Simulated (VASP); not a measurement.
Set up this calculation in VASP 6.6.1, as the native input.

- Task: single point
- Functional: LDA
- Potentials or basis: VASP PAW LDA potentials, release 64 (Sn_d, As)
- Cutoff: 520 eV
- k mesh: 11 × 11 × 11
- Occupations: fermi-dirac, width 0.05 eV
- Spin: no spin polarisation
- Dipole correction: no
- Further INCAR settings: ALGO = Normal; EDIFF = 1e-07; NBANDS = 16

The structure of SnAs lies in POSCAR:

```
SnAs
1.0
    0.0000000000      2.7251684617      2.7251684617
    2.7251684617      0.0000000000      2.7251684617
    2.7251684617      2.7251684617      0.0000000000
Sn As
1 1
Direct
    0.5000000000      0.5000000000      0.5000000000
    0.0000000000      0.0000000000      0.0000000000
```

This cell differs from its parent crystal: volume scaled by 0.85.

These files were run (other wordings do the same):

INCAR

```
SYSTEM = SnAs
PREC = Accurate ; ENCUT = 520
EDIFF = 1E-7 ; ISMEAR = -1
SIGMA = 0.05 ; LREAL = .False.
LASPH = .True. ; NELM = 80
ALGO = Normal ; ISIF = 2
LWAVE = .False. ; LCHARG = .False.
GGA = CA ; NBANDS = 16
```

KPOINTS

```
Automatic mesh
0
Gamma
  11 11 11
  0 0 0
```

Potentials or basis: VASP PAW LDA potentials, release 64 (Sn_d, As).

Command:

```console
$ cat potpaw_LDA.64/Sn_d/POTCAR potpaw_LDA.64/As/POTCAR > POTCAR
$ mpirun -np 1 vasp_std > vasp.out
```

Results of the run:

```yaml
Pressure: 12.5 GPa
```

Wall time 36 s on 1 thread of Intel Xeon 6975P-C, on a shared host, peak memory 0.17 GiB.
